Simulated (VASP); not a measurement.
Set up this calculation in VASP 6.6.1, as the native input.

```
Task                   : single point
Functional             : PBE
Potentials or basis    : VASP PAW PBE potentials, release 64 (Nb_sv, Te, Mo_sv)
Cutoff                 : 520 eV
k mesh                 : 6 × 6 × 6
Occupations            : gaussian, width 0.1 eV
Spin                   : no spin polarisation
Dipole correction      : no
Further INCAR settings : ALGO = Normal; EDIFF = 1e-06; NBANDS = 62
```

The structure of Nb3Te8Mo lies in POSCAR:

```
Nb3Te8Mo
1.0
    7.2657959415      0.0000000289      0.0000000000
   -3.6328979958      6.2923638496      0.0000000000
    0.0000000000      0.0000000000      7.7568849000
Nb Te Mo
3 8 1
Direct
    0.0000000000      0.5000000000      0.0000000000
    0.5000000000      0.5000000000      0.0000000000
    0.5000000000      0.0000000000      0.0000000000
    0.3333333333      0.6666666667      0.7577830000
    0.3292810000      0.1646405000      0.7626670000
    0.8353595000      0.6707190000      0.7626670000
    0.8353595000      0.1646405000      0.7626670000
    0.1646405000      0.8353595000      0.2373330000
    0.1646405000      0.3292810000      0.2373330000
    0.6707190000      0.8353595000      0.2373330000
    0.6666666667      0.3333333333      0.2422170000
    0.0000000000      0.0000000000      0.0000000000
```

One way to write it, as run:

INCAR

```
SYSTEM = Nb3Te8Mo
PREC = Accurate ; ENCUT = 520
EDIFF = 1E-6 ; ISMEAR = 0
SIGMA = 0.1 ; LREAL = .FALSE.
LASPH = .TRUE. ; NELM = 80
ALGO = Normal ; ISIF = 2
LWAVE = .FALSE. ; LCHARG = .FALSE.
GGA = PE ; NBANDS = 62
```

KPOINTS

```
regular mesh
0
G
  6 6 6
  0 0 0
```

Potentials or basis: VASP PAW PBE potentials, release 64 (Nb_sv, Te, Mo_sv).

Launch:

```sh
$ cat potpaw_PBE.64/Nb_sv/POTCAR potpaw_PBE.64/Te/POTCAR potpaw_PBE.64/Mo_sv/POTCAR > POTCAR
$ mpirun -np 1 vasp_std > vasp.out
```

Results of the run:

| Item | Value |
| --- | --- |
| Pressure | -0.1 GPa |
| Largest force | 0.008 eV/Å |
| Band gap on the k mesh | zero (an odd number of electrons rules out a gap without spin polarisation) |

Caveat: spin-orbit coupling is left out, which moves the levels of the heavy elements; this functional lacks dispersion, which binds layers or chains, so the pressure and a relaxed spacing across them are unreliable.

It took 13 min on 1 thread of Intel(R) Xeon(R) Platinum 8488C (Sapphire Rapids) (shared host), peak memory 0.83 GiB.
